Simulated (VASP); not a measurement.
# PtS2 (P-3m1) in VASP: further runs

The runs below take PtS2 through single point, relaxation of cell and atoms, with LDA.

All numbers are computed with VASP 6.6.1; they aren't measurements. Logs are shortened: lines on timing, memory, paths and dates and some standing lists are left out, and cuts for length are marked.

### 1 The cell of the first run

It takes space group P-3m1 (No. 164, trigonal). Conventional cell: a = 3.563 Å, b = 3.563 Å, c = 4.519 Å, α = 90.00°, β = 90.00°, γ = 120.00°. Within 3.1 Å of Pt (site symmetry -3m) lie 6 S at 2.38 Å. S (site symmetry 3m) has 3 Pt at 2.38 Å and 6 S at 2.97 to 3.14 Å within 3.2 Å.

### 2 Single point, LDA

INCAR

```
  ALGO = Normal
  EDIFF = 1E-6
  ENCUT = 520
  GGA = CA
  ISIF = 2
  ISMEAR = -1
  LASPH = True
  LCHARG = False
  LREAL = False
  LWAVE = False
  NBANDS = 18
  NELM = 60
  PREC = Accurate
  SIGMA = 0.1
```

KPOINTS

```
k-points
0
Gamma
  10 10 6
```

POSCAR

```
PtS2
1.0
    3.5630800291      0.0000000000      0.0000000000
   -1.7815400146      3.0857178209      0.0000000000
    0.0000000000      0.0000000000      4.5192235037
Pt S
1 2
Direct
    0.0000000000      0.0000000000      0.0000000000
    0.3333333333      0.6666666667      0.2626984796
    0.6666666667      0.3333333333      0.7373015204
```

Potentials or basis: VASP PAW LDA potentials, release 64 (Pt, S).

The run is started by

```console
> cat potpaw_LDA.64/Pt/POTCAR potpaw_LDA.64/S/POTCAR > POTCAR
> mpirun -np 1 vasp_std > vasp.out
```

OUTCAR:

```text
EDIFF = 1E-6
   ENCUT = 520
   GGA = CA
   ISIF = 2
   ISMEAR = -1
   LASPH = True
   LREAL = False
   NELM = 60
   PREC = Accurate

 ion  position               nearest neighbor table
   1  0.000  0.000  0.000-   2 2.38   3 2.38   3 2.38   2 2.38   3 2.38   2 2.38
   2  0.333  0.667  0.263-   1 2.38   1 2.38   1 2.38
   3  0.667  0.333  0.737-   1 2.38   1 2.38   1 2.38

  LATTYP: Found a hexagonal cell.
 ALAT       =     3.5630800291
 C/A-ratio  =     1.2683474597

  Lattice vectors:

 A1 = (   3.5630800291,   0.0000000000,   0.0000000000)
 A2 = (  -1.7815400146,   3.0857178209,   0.0000000000)
 A3 = (   0.0000000000,   0.0000000000,   4.5192235037)

Analysis of symmetry for initial positions (statically):
=====================================================================
 Subroutine PRICEL returns:
 Original cell was already a primitive cell.

 Routine SETGRP: Setting up the symmetry group for a
 hexagonal supercell.

 Subroutine GETGRP returns: Found 12 space group operations
 (whereof 12 operations were pure point group operations)
 out of a pool of 24 trial point group operations.

The static configuration has the point symmetry D_3d.

Analysis of symmetry for dynamics (positions and initial velocities):
=====================================================================
 Subroutine PRICEL returns:
 Original cell was already a primitive cell.

 Routine SETGRP: Setting up the symmetry group for a
 hexagonal supercell.

 Subroutine GETGRP returns: Found 12 space group operations
 (whereof 12 operations were pure point group operations)
 out of a pool of 24 trial point group operations.

The dynamic configuration has the point symmetry D_3d.

 Subroutine INISYM returns: Found 12 space group operations
 (whereof 12 operations are pure point group operations),
 and found     1 'primitive' translations

----------------------------------------------------------------------------------------

                                     Primitive cell

  volume of cell :      49.6873

  direct lattice vectors                    reciprocal lattice vectors
     3.563080029  0.000000000  0.000000000     0.280656059  0.162036851  0.000000000
    -1.781540015  3.085717821  0.000000000     0.000000000  0.324073703  0.000000000
     0.000000000  0.000000000  4.519223504     0.000000000  0.000000000  0.221276951

  length of vectors
     3.563080029  3.563080029  4.519223504     0.324073703  0.324073703  0.221276951

  position of ions in fractional coordinates (direct lattice)
     0.000000000  0.000000000  0.000000000
     0.333333333  0.666666667  0.262698480
     0.666666667  0.333333333  0.737301520

  ion indices of the primitive-cell ions
   primitive index   ion index
                 1           1
                 2           2
                 3           3

----------------------------------------------------------------------------------------

 KPOINTS: k-points

Automatic generation of k-mesh.
 Grid dimensions read from file:
 generate k-points for:   10   10    6

 Generating k-lattice:

  Cartesian coordinates                     Fractional coordinates (reciprocal lattice)
     0.028065606  0.016203685  0.000000000     0.100000000  0.000000000  0.000000000
     0.000000000  0.032407370  0.000000000     0.000000000  0.100000000  0.000000000
     0.000000000  0.000000000  0.036879492     0.000000000  0.000000000  0.166666667

  Length of vectors
     0.032407370  0.032407370  0.036879492

  Shift w.r.t. Gamma in fractional coordinates (k-lattice)
     0.000000000  0.000000000  0.000000000

 Subroutine IBZKPT returns following result:
 ===========================================

 Found     72 irreducible k-points:

 Following reciprocal coordinates:
            Coordinates               Weight
  0.000000  0.000000  0.000000      1.000000
  0.100000 -0.000000  0.000000      6.000000
  0.200000 -0.000000  0.000000      6.000000
  0.300000  0.000000  0.000000      6.000000
  0.400000 -0.000000  0.000000      6.000000
  0.500000 -0.000000  0.000000      3.000000
[... 16 lines left out ...]
  0.000000  0.400000  0.166667      6.000000
  0.500000 -0.000000  0.166667      6.000000
 [... further k-points ...]
   k-points           NKPTS =     72   k-points in BZ     NKDIM =     72   number of bands    NBANDS=     18
   number of dos      NEDOS =    301   number of ions     NIONS =      3
   total plane-waves  NPLWV =  28224
   dimension x,y,z NGX =    28 NGY =   28 NGZ =   36
   dimension x,y,z NGXF=    56 NGYF=   56 NGZF=   72
   ions per type =               1   2
   NGX,Y,Z   is equivalent  to a cutoff of  13.06, 13.06, 13.24 a.u.
   NGXF,Y,Z  is equivalent  to a cutoff of  26.13, 26.13, 26.49 a.u.
 SYSTEM =  unknown system
   PREC   = accura    normal or accurate (medium, high low for compatibility)
   ISTART =      0    job   : 0-new  1-cont  2-samecut
   ICHARG =      2    charge: 1-file 2-atom 10-const
   ISPIN  =      1    spin polarized calculation?
   LNONCOLLINEAR =      F non collinear calculations
   LSORBIT =      F    spin-orbit coupling
   LASPH  =      T    aspherical Exc in radial PAW
   ENCUT  =  520.0 eV  38.22 Ry    6.18 a.u.   6.62  6.62  8.40*2*pi/ulx,y,z
   NELM   =     60;   NELMIN=  2; NELMDL= -5     # of ELM steps
   EDIFF  = 0.1E-05   stopping-criterion for ELM
   LREAL  =      F    real-space projection
   EDIFFG = 0.1E-04   stopping-criterion for IOM
   NSW    =      0    number of steps for IOM
   IBRION =     -1    ionic relax: 0-MD 1-quasi-New 2-CG
   NFREE  =      0    steps in history (QN), initial steepest desc. (CG)
   ISIF   =      2    stress and relaxation
   ISYM   =      2    0-nonsym 1-usesym 2-fastsym
   POTIM  = 0.5000    time-step for ionic-motion
   TEBEG  =    0.0;   TEEND  =   0.0 temperature during run
   PSTRESS=    0.0 pullay stress
   NELECT =      22.0000    total number of electrons
   NUPDOWN=      -1.0000    fix difference up-down
   EMIN   =  10.00;   EMAX   =-10.00  energy-range for DOS
   EFERMI =   0.00;   METHOD = LEGACY
   ISMEAR =    -1;   SIGMA  =   0.10  broadening in eV -4-tet -1-fermi 0-gaus
   EFERMI_NEDOS =   21; number of points for ismear=-14 and -15
   IALGO  =     38    algorithm
   IMIX   =      4    mixing-type and parameters
     AMIX     =   0.40;   BMIX     =  1.00
     AMIX_MAG =   1.60;   BMIX_MAG =  1.00
  volume/ion in A,a.u.               =      16.56       111.77
  Fermi-wavevector in a.u.,A,eV,Ry     =   1.247768  2.357940 21.183252  1.556925
  Thomas-Fermi vector in A             =   2.381885
   LORBIT       =      0    0 simple, 1 ext, 2 COOP (PROOUT), +10 PAW based schemes
   GGA     = CA    functional components
   LHFCALC =     F    Hartree Fock is set to
   AEXX    =    0.0000 exact exchange contribution
   IVDW    =     0    specifies the selected vdW correction
   LEPSILON=     F    determine dielectric tensor
   LRPA    =     F    only Hartree local field effects (RPA)
 non-spin polarized calculation
  energy-cutoff  :      520.00
  volume of cell :       49.69
 maximum number of plane-waves:      1397
 NGX is ok and might be reduce to    28
   NGX = 13   NGY = 13   NGZ = 17

 number of electron      22.0000000 magnetization

 Free energy of the ion-electron system (eV)
  ---------------------------------------------------
  ext. energy  EPLUGINS =         0.00000000
  ---------------------------------------------------
  free energy    TOTEN  =       -18.21888393 eV

  energy without entropy =      -18.20714082  energy(sigma->0) =      -18.21301237

 E-fermi :   8.3580     XC(G=0): -11.5540

 val. band max:        8.3323520366   @ k =   0.0000   0.1000   0.1667
 cond. band min:       8.5062524161   @ k =   0.2000   0.1000   0.5000
 fundamental gap:      0.1739003795
 Fermi energy:         8.3579976558

 k-point     1 :       0.0000    0.0000    0.0000
  band No.  band energies     occupation
      1      -7.8029      2.00000
      2      -3.9498      2.00000
      3       0.5136      2.00000
      4       1.0853      2.00000
      5       1.0853      2.00000
      6       4.0679      2.00000
[... 10 lines left out ...]
     17      15.6786      0.00000
     18      20.8109      0.00000

 k-point     2 :       0.1000   -0.0000    0.0000
  band No.  band energies     occupation
      1      -7.6722      2.00000
      2      -4.0660      2.00000
      3       0.6575      2.00000
      4       1.1724      2.00000
      5       1.2543      2.00000
      6       3.8753      2.00000
[... 10 lines left out ...]
     17      16.0538      0.00000
     18      19.0678      0.00000

 k-point     3 :       0.2000   -0.0000    0.0000
  band No.  band energies     occupation
      1      -7.2972      2.00000
      2      -4.3529      2.00000
      3       1.0566      2.00000
      4       1.4069      2.00000
      5       1.6832      2.00000
      6       3.2055      2.00000
[... 10 lines left out ...]
     17      16.8638      0.00000
     18      17.5220      0.00000

 k-point     4 :       0.3000    0.0000    0.0000
  band No.  band energies     occupation
      1      -6.7348      2.00000
      2      -4.7046      2.00000
      3       1.4936      2.00000
      4       1.6988      2.00000
      5       1.8955      2.00000
      6       2.6751      2.00000
[... 375 lines left out ...]
      4       1.8968      2.00000
      5       2.4961      2.00000
      6       3.1096      2.00000
[... 10 lines left out ...]
     17      17.2293      0.00000
     18      17.8791      0.00000

 k-point    23 :       0.0000    0.4000    0.1667
  band No.  band energies     occupation
      1      -6.1260      2.00000
      2      -4.9319      2.00000
      3       0.4907      2.00000
      4       1.7100      2.00000
      5       1.7567      2.00000
      6       3.7208      2.00000
[... 10 lines left out ...]
     17      17.4306      0.00000
     18      18.6135      0.00000

 k-point    24 :       0.5000   -0.0000    0.1667
  band No.  band energies     occupation
      1      -5.6725      2.00000
      2      -5.2976      2.00000
      3       0.3618      2.00000
      4       1.8626      2.00000
      5       2.1961      2.00000
      6       3.8731      2.00000
[... 10 lines left out ...]
     17      17.4466      0.00000
     18      18.7909      0.00000

 [... further k-points ...]

------------------------ aborting loop because EDIFF is reached ----------------------------------------

  FORCE on cell =-STRESS in cart. coord.  units (eV):
  Direction    XX          YY          ZZ          XY          YZ          ZX
  --------------------------------------------------------------------------------------
  -------------------------------------------------------------------------------------
  Total       -0.0039878     -0.0039878      0.0039779      0.0000000      0.0000000      0.0000000
  in kB       -0.1285889     -0.1285889      0.1282685      0.0000000      0.0000000      0.0000000
  external PRESSURE =      -0.0429698 kB  Pullay stress =       0.0000000 kB

 VOLUME and BASIS-vectors are now :
 -----------------------------------------------------------------------------
  energy-cutoff  :      520.00
  volume of cell :       49.69
      direct lattice vectors                 reciprocal lattice vectors
     3.563080029  0.000000000  0.000000000     0.280656059  0.162036851  0.000000000
    -1.781540015  3.085717821  0.000000000     0.000000000  0.324073703  0.000000000
     0.000000000  0.000000000  4.519223504     0.000000000  0.000000000  0.221276951

 POSITION                                       TOTAL-FORCE (eV/Angst)
 -----------------------------------------------------------------------------------
      0.00000      0.00000      0.00000        -0.000000      0.000000      0.000000
     -0.00000      2.05715      1.18719         0.000000     -0.000000     -0.001634
      1.78154      1.02857      3.33203        -0.000000      0.000000      0.001634
 -----------------------------------------------------------------------------------
    total drift:                               -0.000000     -0.000000     -0.000000

  FREE ENERGIE OF THE ION-ELECTRON SYSTEM (eV)
  ---------------------------------------------------
  free  energy   TOTEN  =       -18.2188839319 eV

  energy  without entropy=      -18.2071408151  energy(sigma->0) =      -18.21301237
```

Run time: 49 s. Hardware: 1 thread of AMD EPYC 7R13 (Zen 3), shared host; peak memory 0.16 GiB.

What came out:

| Property | Result |
| --- | --- |
| Free energy | -18.2189 eV |
| Pressure | 0.0 GPa |
| Band gap on the k mesh | zero (bands 11 and 12 overlap by 0.15 eV) |

Caveat: spin-orbit coupling is left out, which moves the levels of the heavy elements.

### 3 Relaxation of cell and atoms, LDA

This run uses another cell than the first one, of 18.26 Å³/atom.

INCAR

```
ALGO = Normal
EDIFF = 1E-6
EDIFFG = -0.002
ENCUT = 600
GGA = CA
IBRION = 2
ISIF = 3
ISMEAR = -1
LASPH = T
LCHARG = F
LREAL = F
LWAVE = F
NELM = 100
NSW = 100
PREC = Accurate
SIGMA = 0.1
```

KPOINTS is that of step 2.

POSCAR

```
PtS2
1.0
    3.5432000000      0.0000000000      0.0000000000
   -1.7716000000      3.0685012107      0.0000000000
    0.0000000000      0.0000000000      5.0388000000
Pt S
1 2
Direct
    0.0000000000      0.0000000000      0.0000000000
    0.3333333333      0.6666666667      0.2270000000
    0.6666666667      0.3333333333      0.7730000000
```

Potentials or basis: VASP PAW LDA potentials, release 64 (Pt, S).

The run is started by

```console
> cat potpaw_LDA.64/Pt/POTCAR potpaw_LDA.64/S/POTCAR > POTCAR
> mpirun -np 1 vasp_std > vasp.out
```

Wall time 13 min (1 thread of AMD EPYC 7R13 (Zen 3), shared host); peak memory 0.2 GiB.

Results (log left out):

* Free energy: -18.2200 eV
* Relaxed volume: 16.60 Å³/atom
* Relaxed cell: a = 3.563 Å, b = 3.563 Å, c = 4.529 Å, α = 90.00°, β = 90.00°, γ = 120.00°
* Space group after relaxing (to 0.1 Å): P-3m1 (No. 164)
* Energy gained by relaxing: 31.8 meV/atom
* Ionic steps: 27
* Pressure after relaxing: 0.0 GPa
* Band gap on the k mesh: zero (bands 11 and 12 overlap by 0.13 eV)

Step by step:
| step | energy change (eV) | largest force (eV/Å) | pressure (GPa) | volume (Å³) |
| --- | --- | --- | --- | --- |
| 1 | 0.0000 | 0.8072 | 3.60 | 54.78 |
| 2 | 0.0383 | 0.4669 | -7.54 | 58.10 |
| 3 | -0.0253 | 0.2806 | -1.15 | 56.02 |
| 4 | -0.0371 | 0.1834 | -0.84 | 55.49 |
| 5 | -0.0438 | 0.0324 | -0.36 | 54.69 |
| 6 | -0.0498 | 0.0888 | 0.15 | 54.11 |
| 7 | -0.0629 | 0.2640 | 1.94 | 52.36 |
| 8 | -0.0533 | 0.6320 | 6.75 | 48.86 |
| 9 | -0.0646 | 0.4265 | 3.73 | 51.05 |
| 10 | -0.0654 | 0.4233 | 3.69 | 51.01 |
| 11 | -0.0678 | 0.4136 | 3.58 | 50.89 |
| 12 | -0.0723 | 0.3946 | 3.45 | 50.64 |
| 13 | -0.0798 | 0.3575 | 3.16 | 50.15 |
| 14 | -0.0879 | 0.2743 | 2.78 | 49.14 |
| 15 | -0.0877 | 0.2356 | 2.73 | 48.77 |
| 16 | -0.0880 | 0.2486 | 2.75 | 48.89 |
| 17 | -0.0912 | 0.1975 | 2.02 | 49.16 |
| 18 | -0.0951 | 0.0607 | 0.14 | 49.91 |
| 19 | -0.0951 | 0.0524 | 0.01 | 49.96 |
| 20 | -0.0951 | 0.0557 | 0.07 | 49.94 |
| 21 | -0.0952 | 0.0518 | 0.03 | 49.93 |
| 22 | -0.0953 | 0.0407 | 0.06 | 49.89 |
| 23 | -0.0954 | 0.0179 | 0.05 | 49.82 |
| 24 | -0.0953 | 0.0279 | 0.04 | 49.68 |
| 25 | -0.0954 | 0.0040 | 0.04 | 49.77 |
| 26 | -0.0954 | 0.0019 | 0.04 | 49.77 |
| 27 | -0.0955 | 0.0014 | -0.01 | 49.79 |

Final structure:
```
Pt S
1.0
     3.56292    0.00000    0.00000
    -1.78146    3.08558    0.00000
     0.00000    0.00000    4.52860
Pt S
1 2
Direct
  0.00000 0.00000 0.00000
  0.33333 0.66667 0.26224
  0.66667 0.33333 0.73776
```

Levels at points of the mesh, in eV from the Fermi level:
```tsv
k point	band 8	band 9	band 10	band 11	band 12	band 13	band 14	band 15
(0.00, 0.00, 0.00)	-2.41	-1.53	-1.53	0.29	1.16	1.16	3.32	5.17
(0.50, 0.00, 0.00)	-4.13	-3.62	-3.53	-2.94	0.80	2.56	5.44	6.38
(0.00, 0.00, 0.50)	-3.32	-2.17	-2.17	-1.39	2.48	2.48	5.34	6.74
(0.50, 0.00, 0.50)	-3.65	-3.24	-3.16	-1.38	0.75	1.77	4.74	5.39
```

Caveat: spin-orbit coupling is left out, which moves the levels of the heavy elements. Zero-point motion and thermal expansion aren't in these numbers.

The gap in the log of VASP goes by the Fermi energy; the results here count the filled bands.